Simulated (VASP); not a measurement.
Runs of VASP 6.6.1 on Na. The structure is that of space group Im-3m (No. 229), or close to it. The cells are those of the table. 

```tsv
task	cell	gap on the mesh (eV)	pressure (GPa)
electric field gradients	a = 3.619 Å, angles 110.0, 110.0, 108.4°, 1 atom	none	0.0
single point	a = 3.655 Å, angles 109.2°, 1 atom	none	-0.4
electric field gradients	a = 3.692 Å, angles 110.0°, 1 atom	none	-0.3
single point	a = 3.643 Å, angles 108.9°, 1 atom	none	-0.3
single point	a = 3.717 Å, angles 108.9, 108.9, 110.5°, 1 atom	none	(a)
electric field gradients	a = 3.680 Å, angles 109.7, 109.7, 108.9°, 1 atom	none	-0.4
single point	a = 3.692 Å, angles 110.0°, 1 atom	none	-0.4
```

Alike in all rows: level PBEsol; potentials or basis VASP PAW PBE potentials, release 64 (Na_pv); no spin polarisation; k mesh 11 × 11 × 11; cutoff (eV) 520; smearing fermi-dirac 0.03 eV.

Q: Estimate the missing entries.

A: (a) -0.6.

Caveats: the PAW data sets were made with another functional, which shifts forces and pressure a little.

A gap of «none» marks levels without a gap at the run's occupations.
